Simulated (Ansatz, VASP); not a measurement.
## One calculation of BN, two programs

```
CELL_PARAMETERS angstrom
0.00000 0.00000 4.33766
2.50768 3.33948 2.16883
-2.50768 3.33948 2.16883
ATOMIC_POSITIONS crystal
B 0.47705 0.75000 0.25000
B 0.50011 0.25000 0.75000
B 0.00011 0.50000 0.50000
B 0.00011 0.00000 0.00000
N 0.16659 0.75000 0.25000
N 0.16659 0.25000 0.75000
N 0.66659 0.50000 0.50000
N 0.66659 0.00000 0.00000
```

Alike in both runs: task single point; functional PBE; dispersion D3(BJ); k mesh 6 × 6 × 6; occupations gaussian, width 0.05 eV; no spin polarisation.

```csv
,VASP,Ansatz
version,VASP 6.6.1,Ansatz 0.2.0
potentials or method,"VASP PAW PBE potentials, release 64 (B, N), cutoff 520 eV","scalar-relativistic, plane waves, PAW"
valence electrons in the cell,32,32
```

|  | VASP | Ansatz | Ansatz less VASP |
| --- | --- | --- | --- |
| gap on the k mesh at the Fermi level (eV) | 3.41 | 3.41 | +0.008 |
| least direct gap on the mesh (eV) | 3.74 | 3.74 | +0.006 |
| pressure (GPa) | 1.2 | 1.1 | -0.06 |
| traceless stress, the component that is largest in VASP (GPa) | 4.02 | 3.93 | -0.095 |
| rms of the force components (eV/Å) | 1.365 | 1.367 | +0.0020 |

Atom by atom the forces differ by 0.003 eV/Å (rms over components).
